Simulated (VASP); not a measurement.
Rb:

```xyz
2
Lattice="3.6234 0.0000 0.0000 -1.8117 3.1380 0.0000 0.0000 0.0000 5.8699" Properties=species:S:1:pos:R:3 pbc="T T T"
Rb    0.0000    2.0920    1.4675
Rb    1.8117    1.0460    4.4024
```

This isn't the form of Rb at room conditions, which is bcc.

```yaml
Program: VASP 6.6.1
Task: relaxation of cell and atoms
Functional: PBE
Potentials_or_basis: VASP PAW PBE potentials, release 64 (Rb_sv)
Cutoff: 600 eV
k_mesh: 11 × 11 × 6
Occupations: fermi-dirac, width 0.03 eV
Spin: no spin polarisation
```

At the start: pressure 14.4 GPa; volume 33.37 Å³/atom.

Task: Where does the relaxation end?

Result: Over 14 steps the energy falls by 1310.8 meV/atom and the volume is 90.54 Å³/atom (+171.3 %); space group P6_3/mmc (No. 194, to 0.1 Å) before and after.

Step by step:
```
step  energy change (eV)  largest force (eV/Å)  pressure (GPa)  volume (Å³)
   1              0.0000                0.0000           14.38        66.74
   2             -1.8303                0.0000            4.81       100.05
   3             -2.5160                0.0000            1.06       143.18
   4             -2.6092                0.0000            0.29       166.60
   5             -2.6213                0.0000           -0.02       179.58
   6             -2.6204                0.0000            0.08       176.57
   7             -2.6204                0.0000            0.08       176.58
   8             -2.6206                0.0000            0.08       176.63
   9             -2.6207                0.0000            0.07       176.82
  10             -2.6209                0.0000            0.06       177.40
  11             -2.6213                0.0000            0.04       178.56
  12             -2.6216                0.0000            0.00       180.90
  13             -2.6216                0.0000            0.00       180.99
  14             -2.6216                0.0000            0.00       181.07
```

Final structure:
```xyz
2
Lattice="5.0220 0.0000 0.0000 -2.5110 4.3492 0.0000 0.0000 0.0000 8.2903" Properties=species:S:1:pos:R:3 pbc="T T T"
Rb    0.0000    2.8995    2.0726
Rb    2.5110    1.4497    6.2177
```

Caveat: the volume moved by over 15 % at a fixed basis, so the end points are rough.
